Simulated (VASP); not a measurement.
# Rb2AlTlI6 (Fm-3m) in VASP: single point with LDA

Aim: the single point of Rb2AlTlI6 with LDA.

Everything below comes from runs of VASP 6.6.1. Logs are shortened: lines on timing, memory, paths and dates and some standing lists are left out, and cuts for length are marked.

**1. The cell of the first run**

The structure is cubic, space group Fm-3m (No. 225). The conventional cell has a = 12.248 Å, b = 12.248 Å, c = 12.248 Å, α = 90.00°, β = 90.00°, γ = 90.00°. Rb (site symmetry -43m) has 12 I at 4.34 Å and 4 Al at 5.30 Å and 4 Tl at 5.30 Å within 5.7 Å. Al (site symmetry m-3m) has 6 I at 2.78 Å within 3.7 Å. Tl (site symmetry m-3m) has 6 I at 3.34 Å within 4.4 Å. Within 3.7 Å of I (site symmetry 4mm) lie 1 Al at 2.78 Å and 1 Tl at 3.34 Å.

**2. Single point, LDA**

INCAR

```
SYSTEM = Rb2AlTlI6
ALGO     = Normal         ! electronic algorithm
EDIFF    = 1E-6           ! SCF threshold, eV
ENCUT    = 520            ! plane-wave cutoff, eV
ISIF     = 2              ! what is computed and relaxed
ISMEAR   = 0              ! smearing method
LASPH    = .TRUE.         ! aspherical terms in the spheres
LCHARG   = .FALSE.        ! write CHGCAR
LREAL    = .FALSE.        ! projectors in reciprocal space
LWAVE    = .FALSE.        ! write WAVECAR
NBANDS   = 49             ! bands
NELM     = 80             ! most SCF steps
PREC     = Accurate       ! precision mode
SIGMA    = 0.01           ! smearing width, eV
```

KPOINTS

```
k-points
0
G
  3 3 3
  0 0 0
```

POSCAR

```
Rb2AlTlI6
1.0
    0.0000000000      6.1239250000      6.1239250000
    6.1239250000      0.0000000000      6.1239250000
    6.1239250000      6.1239250000      0.0000000000
Rb Al Tl I
2 1 1 6
Direct
    0.7500000000      0.7500000000      0.7500000000
    0.2500000000      0.2500000000      0.2500000000
    0.0000000000      0.0000000000      0.0000000000
    0.5000000000      0.5000000000      0.5000000000
    0.7726360000      0.2273640000      0.2273640000
    0.2273640000      0.2273640000      0.7726360000
    0.2273640000      0.7726360000      0.7726360000
    0.2273640000      0.7726360000      0.2273640000
    0.7726360000      0.2273640000      0.7726360000
    0.7726360000      0.7726360000      0.2273640000
```

Potentials or basis: VASP PAW LDA potentials, release 64 (Rb_sv, Al, Tl_d, I).

On the command line:

```
$ cat potpaw_LDA.64/Rb_sv/POTCAR potpaw_LDA.64/Al/POTCAR potpaw_LDA.64/Tl_d/POTCAR potpaw_LDA.64/I/POTCAR > POTCAR
$ mpirun -np 1 vasp_std > vasp.out
```

OUTCAR:

```text
SYSTEM = Rb2AlTlI6
   EDIFF = 1E-6
   ENCUT = 520
   ISIF = 2
   ISMEAR = 0
   LASPH = .TRUE.
   LREAL = .FALSE.
   NELM = 80
   PREC = Accurate

 ion  position               nearest neighbor table
   1  0.750  0.750  0.750-   7 4.34   9 4.34  10 4.34   5 4.34   8 4.34  10 4.34   5 4.34   6 4.34
                             9 4.34   6 4.34   7 4.34   8 4.34
   2  0.250  0.250  0.250-   5 4.34   9 4.34  10 4.34   7 4.34   8 4.34  10 4.34   6 4.34   7 4.34
                             9 4.34   5 4.34   6 4.34   8 4.34
   3  0.000  0.000  0.000-   5 2.78   6 2.78   7 2.78   8 2.78   9 2.78  10 2.78
   4  0.500  0.500  0.500-   5 3.34   6 3.34   7 3.34   8 3.34   9 3.34  10 3.34
   5  0.773  0.227  0.227-   3 2.78   4 3.34   2 4.34   1 4.34   1 4.34   2 4.34
   6  0.227  0.227  0.773-   3 2.78   4 3.34   2 4.34   1 4.34   1 4.34   2 4.34
   7  0.227  0.773  0.773-   3 2.78   4 3.34   1 4.34   1 4.34   2 4.34   2 4.34
   8  0.227  0.773  0.227-   3 2.78   4 3.34   2 4.34   1 4.34   1 4.34   2 4.34
   9  0.773  0.227  0.773-   3 2.78   4 3.34   1 4.34   1 4.34   2 4.34   2 4.34
  10  0.773  0.773  0.227-   3 2.78   4 3.34   1 4.34   1 4.34   2 4.34   2 4.34

  LATTYP: Found a face centered cubic cell.
 ALAT       =    12.2478500000

  Lattice vectors:

 A1 = (   0.0000000000,   6.1239250000,   6.1239250000)
 A2 = (   6.1239250000,   0.0000000000,   6.1239250000)
 A3 = (   6.1239250000,   6.1239250000,   0.0000000000)

Analysis of symmetry for initial positions (statically):
=====================================================================
 Subroutine PRICEL returns:
 Original cell was already a primitive cell.

 Routine SETGRP: Setting up the symmetry group for a
 face centered cubic supercell.

 Subroutine GETGRP returns: Found 48 space group operations
 (whereof 48 operations were pure point group operations)
 out of a pool of 48 trial point group operations.

The static configuration has the point symmetry O_h .

Analysis of symmetry for dynamics (positions and initial velocities):
=====================================================================
 Subroutine PRICEL returns:
 Original cell was already a primitive cell.

 Routine SETGRP: Setting up the symmetry group for a
 face centered cubic supercell.

 Subroutine GETGRP returns: Found 48 space group operations
 (whereof 48 operations were pure point group operations)
 out of a pool of 48 trial point group operations.

The dynamic configuration has the point symmetry O_h .

 Subroutine INISYM returns: Found 48 space group operations
 (whereof 48 operations are pure point group operations),
 and found     1 'primitive' translations

----------------------------------------------------------------------------------------

                                     Primitive cell

  volume of cell :     459.3245

  direct lattice vectors                    reciprocal lattice vectors
     0.000000000  6.123925000  6.123925000    -0.081646983  0.081646983  0.081646983
     6.123925000  0.000000000  6.123925000     0.081646983 -0.081646983  0.081646983
     6.123925000  6.123925000  0.000000000     0.081646983  0.081646983 -0.081646983

  length of vectors
     8.660537790  8.660537790  8.660537790     0.141416723  0.141416723  0.141416723

  position of ions in fractional coordinates (direct lattice)
     0.750000000  0.750000000  0.750000000
     0.250000000  0.250000000  0.250000000
     0.000000000  0.000000000  0.000000000
     0.500000000  0.500000000  0.500000000
     0.772636000  0.227364000  0.227364000
     0.227364000  0.227364000  0.772636000
     0.227364000  0.772636000  0.772636000
     0.227364000  0.772636000  0.227364000
     0.772636000  0.227364000  0.772636000
     0.772636000  0.772636000  0.227364000

  ion indices of the primitive-cell ions
   primitive index   ion index
                 1           1
                 2           2
                 3           3
                 4           4
                 5           5
                 6           6
                 7           7
                 8           8
                 9           9
                10          10

----------------------------------------------------------------------------------------

 KPOINTS: k-points

Automatic generation of k-mesh.
 Grid dimensions read from file:
 generate k-points for:    3    3    3

 Generating k-lattice:

  Cartesian coordinates                     Fractional coordinates (reciprocal lattice)
    -0.027215661  0.027215661  0.027215661     0.333333333  0.000000000  0.000000000
     0.027215661 -0.027215661  0.027215661     0.000000000  0.333333333  0.000000000
     0.027215661  0.027215661 -0.027215661     0.000000000  0.000000000  0.333333333

  Length of vectors
     0.047138908  0.047138908  0.047138908

  Shift w.r.t. Gamma in fractional coordinates (k-lattice)
     0.000000000  0.000000000  0.000000000

 Subroutine IBZKPT returns following result:
 ===========================================

 Found      4 irreducible k-points:

 Following reciprocal coordinates:
            Coordinates               Weight
  0.000000  0.000000  0.000000      1.000000
  0.333333  0.000000  0.000000      8.000000
  0.333333  0.333333  0.000000      6.000000
 -0.333333  0.333333  0.000000     12.000000
   k-points           NKPTS =      4   k-points in BZ     NKDIM =      4   number of bands    NBANDS=     49
   number of dos      NEDOS =    301   number of ions     NIONS =     10
   total plane-waves  NPLWV = 262144
   dimension x,y,z NGX =    64 NGY =   64 NGZ =   64
   dimension x,y,z NGXF=   128 NGYF=  128 NGZF=  128
   ions per type =               2   1   1   6
   NGX,Y,Z   is equivalent  to a cutoff of  12.29, 12.29, 12.29 a.u.
   NGXF,Y,Z  is equivalent  to a cutoff of  24.57, 24.57, 24.57 a.u.
 SYSTEM =  Rb2AlTlI6
   PREC   = accura    normal or accurate (medium, high low for compatibility)
   ISTART =      0    job   : 0-new  1-cont  2-samecut
   ICHARG =      2    charge: 1-file 2-atom 10-const
   ISPIN  =      1    spin polarized calculation?
   LNONCOLLINEAR =      F non collinear calculations
   LSORBIT =      F    spin-orbit coupling
   LASPH  =      T    aspherical Exc in radial PAW
   ENCUT  =  520.0 eV  38.22 Ry    6.18 a.u.  16.10 16.10 16.10*2*pi/ulx,y,z
   NELM   =     80;   NELMIN=  2; NELMDL= -5     # of ELM steps
   EDIFF  = 0.1E-05   stopping-criterion for ELM
   LREAL  =      F    real-space projection
   EDIFFG = 0.1E-04   stopping-criterion for IOM
   NSW    =      0    number of steps for IOM
   IBRION =     -1    ionic relax: 0-MD 1-quasi-New 2-CG
   NFREE  =      0    steps in history (QN), initial steepest desc. (CG)
   ISIF   =      2    stress and relaxation
   ISYM   =      2    0-nonsym 1-usesym 2-fastsym
   POTIM  = 0.5000    time-step for ionic-motion
   TEBEG  =    0.0;   TEEND  =   0.0 temperature during run
   PSTRESS=    0.0 pullay stress
   NELECT =      76.0000    total number of electrons
   NUPDOWN=      -1.0000    fix difference up-down
   EMIN   =  10.00;   EMAX   =-10.00  energy-range for DOS
   EFERMI =   0.00;   METHOD = LEGACY
   ISMEAR =     0;   SIGMA  =   0.01  broadening in eV -4-tet -1-fermi 0-gaus
   EFERMI_NEDOS =   21; number of points for ismear=-14 and -15
   IALGO  =     38    algorithm
   IMIX   =      4    mixing-type and parameters
     AMIX     =   0.40;   BMIX     =  1.00
     AMIX_MAG =   1.60;   BMIX_MAG =  1.00
  volume/ion in A,a.u.               =      45.93       309.97
  Fermi-wavevector in a.u.,A,eV,Ry     =   0.898751  1.698394 10.990157  0.807754
  Thomas-Fermi vector in A             =   2.021500
   LORBIT       =      0    0 simple, 1 ext, 2 COOP (PROOUT), +10 PAW based schemes
   GGA     = CA    functional components
   LHFCALC =     F    Hartree Fock is set to
   AEXX    =    0.0000 exact exchange contribution
   IVDW    =     0    specifies the selected vdW correction
   LEPSILON=     F    determine dielectric tensor
   LRPA    =     F    only Hartree local field effects (RPA)
 non-spin polarized calculation
 Gauss-broadening in eV      SIGMA  =   0.01
  energy-cutoff  :      520.00
  volume of cell :      459.32
 maximum number of plane-waves:     12398
   NGX = 33   NGY = 33   NGZ = 33

 number of electron      75.9999996 magnetization

 Free energy of the ion-electron system (eV)
  ---------------------------------------------------
  ext. energy  EPLUGINS =         0.00000000
  ---------------------------------------------------
  free energy    TOTEN  =       -30.04240556 eV

  energy without entropy =      -30.04240556  energy(sigma->0) =      -30.04240556

 E-fermi :   0.9135     XC(G=0):  -7.7073

 val. band max:        0.7822737636   @ k =   0.0000   0.0000   0.0000
 cond. band min:       2.4914662509   @ k =   0.3333   0.0000   0.0000
 fundamental gap:      1.7091924873
 Fermi energy:         0.9134663482

 k-point     1 :       0.0000    0.0000    0.0000
  band No.  band energies     occupation
      1     -25.3829      2.00000
      2     -25.3827      2.00000
      3     -11.1539      2.00000
      4     -10.5465      2.00000
      5     -10.5465      2.00000
      6     -10.5465      2.00000
[... 41 lines left out ...]
     48       5.8775      0.00000
     49       5.8775      0.00000

 k-point     2 :       0.3333    0.0000    0.0000
  band No.  band energies     occupation
      1     -25.3829      2.00000
      2     -25.3828      2.00000
      3     -11.1014      2.00000
      4     -10.6342      2.00000
      5     -10.5804      2.00000
      6     -10.5804      2.00000
[... 41 lines left out ...]
     48       6.5262      0.00000
     49       6.5263      0.00000

 k-point     3 :       0.3333    0.3333    0.0000
  band No.  band energies     occupation
      1     -25.3829      2.00000
      2     -25.3828      2.00000
      3     -11.1058      2.00000
      4     -10.6036      2.00000
      5     -10.5583      2.00000
      6     -10.5583      2.00000
[... 41 lines left out ...]
     48       6.6103      0.00000
     49       6.6888      0.00000

 k-point     4 :      -0.3333    0.3333    0.0000
  band No.  band energies     occupation
      1     -25.3828      2.00000
      2     -25.3828      2.00000
      3     -11.0847      2.00000
      4     -10.6346      2.00000
      5     -10.5851      2.00000
      6     -10.5578      2.00000
[... 41 lines left out ...]
     48       6.6158      0.00000
     49       6.8332      0.00000

------------------------ aborting loop because EDIFF is reached ----------------------------------------

  FORCE on cell =-STRESS in cart. coord.  units (eV):
  Direction    XX          YY          ZZ          XY          YZ          ZX
  --------------------------------------------------------------------------------------
  -------------------------------------------------------------------------------------
  Total       -5.3963034     -5.3963034     -5.3963034     -0.0000000     -0.0000000      0.0000000
  in kB      -18.8229355    -18.8229355    -18.8229355     -0.0000000     -0.0000000      0.0000000
  external PRESSURE =     -18.8229355 kB  Pullay stress =       0.0000000 kB

 VOLUME and BASIS-vectors are now :
 -----------------------------------------------------------------------------
  energy-cutoff  :      520.00
  volume of cell :      459.32
      direct lattice vectors                 reciprocal lattice vectors
     0.000000000  6.123925000  6.123925000    -0.081646983  0.081646983  0.081646983
     6.123925000  0.000000000  6.123925000     0.081646983 -0.081646983  0.081646983
     6.123925000  6.123925000  0.000000000     0.081646983  0.081646983 -0.081646983

 POSITION                                       TOTAL-FORCE (eV/Angst)
 -----------------------------------------------------------------------------------
      9.18589      9.18589      9.18589        -0.000000     -0.000000     -0.000000
      3.06196      3.06196      3.06196         0.000000      0.000000      0.000000
      0.00000      0.00000      0.00000        -0.000000      0.000000      0.000000
      6.12392      6.12392      6.12392        -0.000000      0.000000      0.000000
      2.78472      6.12392      6.12392        -0.071074      0.000000      0.000000
      6.12392      6.12392      2.78472        -0.000000      0.000000     -0.071074
      9.46313      6.12392      6.12392         0.071074      0.000000      0.000000
      6.12392      2.78472      6.12392        -0.000000     -0.071074      0.000000
      6.12392      9.46313      6.12392        -0.000000      0.071074      0.000000
      6.12392      6.12392      9.46313        -0.000000      0.000000      0.071074
 -----------------------------------------------------------------------------------
    total drift:                               -0.000000      0.000000      0.000000

  FREE ENERGIE OF THE ION-ELECTRON SYSTEM (eV)
  ---------------------------------------------------
  free  energy   TOTEN  =       -30.0424055579 eV

  energy  without entropy=      -30.0424055579  energy(sigma->0) =      -30.04240556
```

It took 1.7 min on 1 thread of Intel Xeon Platinum 8375C at 2.90GHz (Ice Lake), shared host; peak memory 0.48 GiB.

Results:

```yaml
Free_energy: -30.0424 eV
Pressure: -1.9 GPa
Largest_force: 0.071 eV/Å
Band_gap_on_the_k_mesh: 1.71 eV, indirect (least direct gap 1.86 eV)
```

Forces in eV/Å, atoms in the order of the input:
```
Rb   0.000  0.000  0.000
Rb   0.000  0.000  0.000
Al   0.000  0.000  0.000
Tl   0.000  0.000  0.000
I   -0.071  0.000  0.000
I    0.000  0.000 -0.071
I    0.071  0.000  0.000
I    0.000 -0.071  0.000
I    0.000  0.071  0.000
I    0.000  0.000  0.071
```

Caveat: spin-orbit coupling is left out, which moves the levels of the heavy elements. A k mesh can miss the band edges.
